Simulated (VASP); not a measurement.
# C (C2/m) in VASP: a series of runs

Runs on C. Level: LDA. Tasks: relaxation of shape and atoms at fixed volume, relaxation of cell and atoms.

All numbers are computed with VASP 6.6.1; they aren't measurements. Logs are shortened: lines on timing, memory, paths and dates and some standing lists are left out, and cuts for length are marked.

### Step 1. The cell of the first run

The typed cell holds 2 atoms: a = 2.428 Å, b = 2.428 Å, c = 3.591 Å, α = 109.74°, β = 109.74°, γ = 60.00°.

### Step 2. Relaxation of shape and atoms at fixed volume, LDA (8.44 Å³/atom)

File INCAR:

```
PREC = Accurate
ENCUT = 600
EDIFF = 1E-6
ISMEAR = 0
SIGMA = 0.01
LREAL = F
LASPH = T
NELM = 100
ALGO = Normal
ISIF = 4
LWAVE = F
LCHARG = F
GGA = CA
IBRION = 2
NSW = 80
EDIFFG = -0.001
```

File KPOINTS:

```
Automatic mesh
0
Gamma
  14 14 8
```

File POSCAR:

```
C
1.0
    2.1030899205     -1.2142313940     -0.0115862580
    2.1030899205      1.2142313940     -0.0115862580
   -1.3824380574      0.0000000000      3.3143585783
C
2
Direct
    0.8333827718      0.8333827718      0.0001493726
    0.1666172282      0.1666172282      0.9998506274
```

Potentials or basis: VASP PAW LDA potentials, release 64 (C).

Run with:

```console
> cat potpaw_LDA.64/C/POTCAR > POTCAR
> mpirun -np 1 vasp_std > vasp.out
```

OUTCAR:

```text
PREC = Accurate
   ENCUT = 600
   EDIFF = 1E-6
   ISMEAR = 0
   LREAL = F
   LASPH = T
   NELM = 100
   ISIF = 4
   GGA = CA
   IBRION = 2
   NSW = 80
   EDIFFG = -0.001

 ion  position               nearest neighbor table
   1  0.833  0.833  0.000-   2 1.40   2 1.40   2 1.40
   2  0.167  0.167  1.000-   1 1.40   1 1.40   1 1.40

  LATTYP: Found a base centered monoclinic cell.
 ALAT       =     4.2062436711
 B/A-ratio  =     0.5773471482
 C/A-ratio  =     0.8537582213
 COS(beta)  =    -0.3900393296

  Lattice vectors:

 A1 = (   2.1030899205,  -1.2142313940,  -0.0115862580)
 A2 = (   2.1030899205,   1.2142313940,  -0.0115862580)
 A3 = (  -1.3824380574,   0.0000000000,   3.3143585783)

Analysis of symmetry for initial positions (statically):
=====================================================================
 Subroutine PRICEL returns:
 Original cell was already a primitive cell.

 Routine SETGRP: Setting up the symmetry group for a
 base centered monoclinic supercell.

 Subroutine GETGRP returns: Found  4 space group operations
 (whereof  4 operations were pure point group operations)
 out of a pool of  4 trial point group operations.

The static configuration has the point symmetry C_2h.

Analysis of symmetry for dynamics (positions and initial velocities):
=====================================================================
 Subroutine PRICEL returns:
 Original cell was already a primitive cell.

 Routine SETGRP: Setting up the symmetry group for a
 base centered monoclinic supercell.

 Subroutine GETGRP returns: Found  4 space group operations
 (whereof  4 operations were pure point group operations)
 out of a pool of  4 trial point group operations.

The dynamic configuration has the point symmetry C_2h.

 Subroutine INISYM returns: Found  4 space group operations
 (whereof  4 operations are pure point group operations),
 and found     1 'primitive' translations

----------------------------------------------------------------------------------------

                                     Primitive cell

  volume of cell :      16.8884

  direct lattice vectors                    reciprocal lattice vectors
     2.103089920 -1.214231394 -0.011586258     0.238292996 -0.411783127  0.099393381
     2.103089920  1.214231394 -0.011586258     0.238292996  0.411783127  0.099393381
    -1.382438057  0.000000000  3.314358578     0.001666038  0.000000000  0.302412419

  length of vectors
     2.428472634  2.428472634  3.591115115     0.486032858  0.486032858  0.302417008

  position of ions in fractional coordinates (direct lattice)
     0.833382772  0.833382772  0.000149373
     0.166617228  0.166617228  0.999850627

  ion indices of the primitive-cell ions
   primitive index   ion index
                 1           1
                 2           2

----------------------------------------------------------------------------------------

 KPOINTS: Automatic mesh

Automatic generation of k-mesh.
 Grid dimensions read from file:
 generate k-points for:   14   14    8

 Generating k-lattice:

  Cartesian coordinates                     Fractional coordinates (reciprocal lattice)
     0.017020928 -0.029413080  0.007099527     0.071428571 -0.000000000  0.000000000
     0.017020928  0.029413080  0.007099527    -0.000000000  0.071428571  0.000000000
     0.000208255  0.000000000  0.037801552    -0.000000000 -0.000000000  0.125000000

  Length of vectors
     0.034716633  0.034716633  0.037802126

  Shift w.r.t. Gamma in fractional coordinates (k-lattice)
     0.000000000  0.000000000  0.000000000

 Subroutine IBZKPT returns following result:
 ===========================================

 Found    429 irreducible k-points:

 Following reciprocal coordinates:
            Coordinates               Weight
  0.000000  0.000000  0.000000      1.000000
  0.071429  0.000000 -0.000000      4.000000
  0.142857 -0.000000 -0.000000      4.000000
  0.214286 -0.000000 -0.000000      4.000000
  0.285714  0.000000 -0.000000      4.000000
  0.357143  0.000000 -0.000000      4.000000
[... 16 lines left out ...]
  0.214286  0.142857 -0.000000      4.000000
  0.285714  0.142857  0.000000      4.000000
 [... further k-points ...]
   k-points           NKPTS =    429   k-points in BZ     NKDIM =    429   number of bands    NBANDS=      8
   number of dos      NEDOS =    301   number of ions     NIONS =      2
   total plane-waves  NPLWV =  12000
   dimension x,y,z NGX =    20 NGY =   20 NGZ =   30
   dimension x,y,z NGXF=    40 NGYF=   40 NGZF=   60
   ions per type =               2
   NGX,Y,Z   is equivalent  to a cutoff of  13.69, 13.69, 13.89 a.u.
   NGXF,Y,Z  is equivalent  to a cutoff of  27.38, 27.38, 27.78 a.u.
 SYSTEM =  unknown system
   PREC   = accura    normal or accurate (medium, high low for compatibility)
   ISTART =      0    job   : 0-new  1-cont  2-samecut
   ICHARG =      2    charge: 1-file 2-atom 10-const
   ISPIN  =      1    spin polarized calculation?
   LNONCOLLINEAR =      F non collinear calculations
   LSORBIT =      F    spin-orbit coupling
   LASPH  =      T    aspherical Exc in radial PAW
   ENCUT  =  600.0 eV  44.10 Ry    6.64 a.u.   4.85  4.85  7.17*2*pi/ulx,y,z
   NELM   =    100;   NELMIN=  2; NELMDL= -5     # of ELM steps
   EDIFF  = 0.1E-05   stopping-criterion for ELM
   LREAL  =      F    real-space projection
   EDIFFG = -.1E-02   stopping-criterion for IOM
   NSW    =     80    number of steps for IOM
   IBRION =      2    ionic relax: 0-MD 1-quasi-New 2-CG
   NFREE  =      1    steps in history (QN), initial steepest desc. (CG)
   ISIF   =      4    stress and relaxation
   ISYM   =      2    0-nonsym 1-usesym 2-fastsym
   POTIM  = 0.5000    time-step for ionic-motion
   TEBEG  =    0.0;   TEEND  =   0.0 temperature during run
   PSTRESS=    0.0 pullay stress
   NELECT =       8.0000    total number of electrons
   NUPDOWN=      -1.0000    fix difference up-down
   EMIN   =  10.00;   EMAX   =-10.00  energy-range for DOS
   EFERMI =   0.00;   METHOD = LEGACY
   ISMEAR =     0;   SIGMA  =   0.01  broadening in eV -4-tet -1-fermi 0-gaus
   EFERMI_NEDOS =   21; number of points for ismear=-14 and -15
   IALGO  =     38    algorithm
   IMIX   =      4    mixing-type and parameters
     AMIX     =   0.40;   BMIX     =  1.00
     AMIX_MAG =   1.60;   BMIX_MAG =  1.00
  volume/ion in A,a.u.               =       8.44        56.98
  Fermi-wavevector in a.u.,A,eV,Ry     =   1.276169  2.411610 22.158556  1.628608
  Thomas-Fermi vector in A             =   2.408840
   LORBIT       =      0    0 simple, 1 ext, 2 COOP (PROOUT), +10 PAW based schemes
   GGA     = CA    functional components
   LHFCALC =     F    Hartree Fock is set to
   AEXX    =    0.0000 exact exchange contribution
   IVDW    =     0    specifies the selected vdW correction
   LEPSILON=     F    determine dielectric tensor
   LRPA    =     F    only Hartree local field effects (RPA)
 conjugate gradient relaxation of ions
 non-spin polarized calculation
 Gauss-broadening in eV      SIGMA  =   0.01
  energy-cutoff  :      600.00
  volume of cell :       16.89
 maximum number of plane-waves:       576
   NGX =  9   NGY =  9   NGZ = 15

--------------------------------------- Ionic step        1  -------------------------------------------

 number of electron       8.0000000 magnetization

 Free energy of the ion-electron system (eV)
  ---------------------------------------------------
  ext. energy  EPLUGINS =         0.00000000
  ---------------------------------------------------
  free energy    TOTEN  =       -20.22227568 eV

  energy without entropy =      -20.22227568  energy(sigma->0) =      -20.22227568

------------------------ aborting loop because EDIFF is reached ----------------------------------------

  FORCE on cell =-STRESS in cart. coord.  units (eV):
  Direction    XX          YY          ZZ          XY          YZ          ZX
  --------------------------------------------------------------------------------------
  -------------------------------------------------------------------------------------
  Total        1.0326641      1.0324030     -0.0234834      0.0000000      0.0000000     -0.0061285
  in kB       97.9670425     97.9422703     -2.2278317      0.0000000      0.0000000     -0.5813972
  external PRESSURE =      64.5604937 kB  Pullay stress =       0.0000000 kB
[... 201 lines left out ...]
  energy  without entropy=      -20.2296424337  energy(sigma->0) =      -20.22964243

--------------------------------------- Ionic step        7  -------------------------------------------

 number of electron       8.0000000 magnetization

 Free energy of the ion-electron system (eV)
  ---------------------------------------------------
  ext. energy  EPLUGINS =         0.00000000
  ---------------------------------------------------
  free energy    TOTEN  =       -20.22964231 eV

  energy without entropy =      -20.22964231  energy(sigma->0) =      -20.22964231

 E-fermi :   4.8543     XC(G=0): -10.9871

 val. band max:        4.7488997167   @ k =  -0.3571   0.3571   0.5000
 cond. band min:       5.3174434427   @ k =  -0.3571   0.3571   0.5000
 fundamental gap:      0.5685437260
 Fermi energy:         4.8543021518

 k-point     1 :       0.0000    0.0000    0.0000
  band No.  band energies     occupation
      1     -14.6967      2.00000
      2      -1.5657      2.00000
      3       1.9883      2.00000
      4       1.9889      2.00000
      5       9.0213      0.00000
      6      13.4564      0.00000
      7      13.4574      0.00000
      8      16.4819      0.00000
[... 243 lines left out ...]
 k-point    24 :       0.2857    0.1429    0.0000
  band No.  band energies     occupation
      1     -13.1679      2.00000
      2      -1.8017      2.00000
      3      -0.7060      2.00000
      4      -0.4137      2.00000
      5      11.7736      0.00000
      6      12.3535      0.00000
      7      14.7409      0.00000
      8      16.6096      0.00000

 [... further k-points ...]

------------------------ aborting loop because EDIFF is reached ----------------------------------------

  FORCE on cell =-STRESS in cart. coord.  units (eV):
  Direction    XX          YY          ZZ          XY          YZ          ZX
  --------------------------------------------------------------------------------------
  -------------------------------------------------------------------------------------
  Total        0.0287427      0.0294878      0.0293395      0.0000000      0.0000000     -0.0003790
  in kB        2.7267683      2.7974576      2.7833905      0.0000000      0.0000000     -0.0359588
  external PRESSURE =       2.7692055 kB  Pullay stress =       0.0000000 kB
[... 17 lines left out ...]
  FREE ENERGIE OF THE ION-ELECTRON SYSTEM (eV)
  ---------------------------------------------------
  free  energy   TOTEN  =       -20.2296423101 eV

  energy  without entropy=      -20.2296423101  energy(sigma->0) =      -20.22964231

 reached required accuracy - stopping structural energy minimisation
```

Run time: 4.1 min. Hardware: 1 thread of Intel Xeon 8259CL, shared host; peak memory 0.17 GiB.

What came out:

```
Free energy               : -20.2296 eV
Energy gained by relaxing : 3.7 meV/atom
Ionic steps               : 7
Pressure after relaxing   : 0.3 GPa
```

Step by step:
| step | energy change (eV) | largest force (eV/Å) | pressure (GPa) | volume (Å³) |
| --- | --- | --- | --- | --- |
| 1 | 0.0000 | 0.0007 | 6.46 | 16.89 |
| 2 | -0.0070 | 0.0056 | -0.97 | 16.89 |
| 3 | -0.0074 | 0.0046 | 0.32 | 16.89 |
| 4 | -0.0074 | 0.0047 | 0.21 | 16.89 |
| 5 | -0.0074 | 0.0032 | 0.33 | 16.89 |
| 6 | -0.0074 | 0.0018 | 0.29 | 16.89 |
| 7 | -0.0074 | 0.0008 | 0.28 | 16.89 |

Final structure:
```cif
data_structure
_symmetry_space_group_name_H-M 'P 1'
_symmetry_Int_Tables_number 1
_cell_length_a 2.4456
_cell_length_b 2.4456
_cell_length_c 3.5526
_cell_angle_alpha 110.113
_cell_angle_beta 110.113
_cell_angle_gamma 59.999
_cell_volume 16.89
loop_
_atom_site_label
_atom_site_type_symbol
_atom_site_fract_x
_atom_site_fract_y
_atom_site_fract_z
_atom_site_occupancy
C1 C 0.83340 0.83340 0.00020 1
C2 C 0.16660 0.16660 0.99980 1
```

### Step 3. Relaxation of cell and atoms, LDA

This run uses another cell than the first one, of 8.62 Å³/atom.

File INCAR:

```
SYSTEM = C
ALGO = Normal ; EDIFF = 1E-7
EDIFFG = -0.001 ; ENCUT = 600
IBRION = 2 ; ISIF = 3
ISMEAR = 0 ; LASPH = .True.
LCHARG = .False. ; LREAL = .False.
LWAVE = .False. ; NELM = 100
NSW = 80 ; PREC = Accurate
SIGMA = 0.01
```

File KPOINTS:

```
k-points
0
Gamma
  14 14 8
  0 0 0
```

File POSCAR:

```
C
1.0
    2.1172982844     -1.2224340469     -0.0115975247
    2.1172982844      1.2224340469     -0.0115975247
   -1.3916690928      0.0000000000      3.3373019203
C
2
Direct
    0.8333830096      0.8333830096      0.0001497828
    0.1666169904      0.1666169904      0.9998502172
```

Potentials or basis: VASP PAW LDA potentials, release 64 (C).

Run with:

```console
> cat potpaw_LDA.64/C/POTCAR > POTCAR
> mpirun -np 1 vasp_std > vasp.out
```

Wall time 6.4 min (1 thread of Intel Xeon 8259CL, shared host); peak memory 0.17 GiB.

Results (log left out):

```
Free energy                           : -20.2311 eV
Relaxed volume                        : 8.52 Å³/atom
Relaxed cell                          : a = 2.446 Å, b = 2.446 Å, c = 3.577 Å, α = 109.98°, β = 109.98°, γ = 60.00°
Space group after relaxing (to 0.1 Å) : R-3m (No. 166)
Energy gained by relaxing             : 0.2 meV/atom
Ionic steps                           : 10
Pressure after relaxing               : 0.0 GPa
```

The path:
| step | energy change (eV) | largest force (eV/Å) | pressure (GPa) | volume (Å³) |
| --- | --- | --- | --- | --- |
| 1 | 0.0000 | 0.0002 | 0.33 | 17.24 |
| 2 | 0.0001 | 0.0007 | -1.20 | 17.28 |
| 3 | -0.0001 | 0.0002 | -0.20 | 17.25 |
| 4 | -0.0001 | 0.0004 | -0.16 | 17.23 |
| 5 | -0.0002 | 0.0017 | -0.15 | 17.18 |
| 6 | -0.0003 | 0.0045 | -0.05 | 17.08 |
| 7 | -0.0003 | 0.0058 | 0.00 | 17.03 |
| 8 | -0.0003 | 0.0056 | -0.02 | 17.03 |
| 9 | -0.0002 | 0.0850 | 0.15 | 17.03 |
| 10 | -0.0003 | 0.0006 | 0.00 | 17.03 |

Final structure:
```
CELL_PARAMETERS angstrom
2.11835 -1.22303 -0.01181
2.11835 1.22303 -0.01181
-1.39293 0.00000 3.29508
ATOMIC_POSITIONS crystal
C 0.83339 0.83339 0.00018
C 0.16661 0.16661 0.99982
```
